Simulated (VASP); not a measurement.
Input of a VASP 6.6.1 run:

File INCAR:

```
SYSTEM = ZrS
PREC = Accurate
ENCUT = 520
EDIFF = 1E-6
ISMEAR = -1
SIGMA = 0.03
LREAL = .False.
LASPH = .True.
NELM = 60
ALGO = Normal
ISIF = 2
LWAVE = .False.
LCHARG = .False.
GGA = PS
NBANDS = 16
```

Contents of KPOINTS:

```
Automatic mesh
0
Gamma
  9 9 9
  0 0 0
```

POSCAR

```
ZrS
1.0
    0.0000000000      2.3307480046      2.3307480046
    2.3307480046      0.0000000000      2.3307480046
    2.3307480046      2.3307480046      0.0000000000
Zr S
1 1
Direct
    0.0000000000      0.0000000000      0.0000000000
    0.5000000000      0.5000000000      0.5000000000
```

Potentials or basis: VASP PAW PBE potentials, release 64 (Zr_sv, S).

Command:

```bash
$ cat potpaw_PBE.64/Zr_sv/POTCAR potpaw_PBE.64/S/POTCAR > POTCAR
$ mpirun -np 1 vasp_std > vasp.out
```

(1) What does it give for the pressure?

(2) What does it give for the band gap on the k mesh?

## Answers

(1) 89.4 GPa.

(2) zero (band 9 reaches 17.19 eV, above the bottom of band 10 at 13.22 eV).

Caveat: the PAW data sets were made with another functional, which shifts forces and pressure a little.
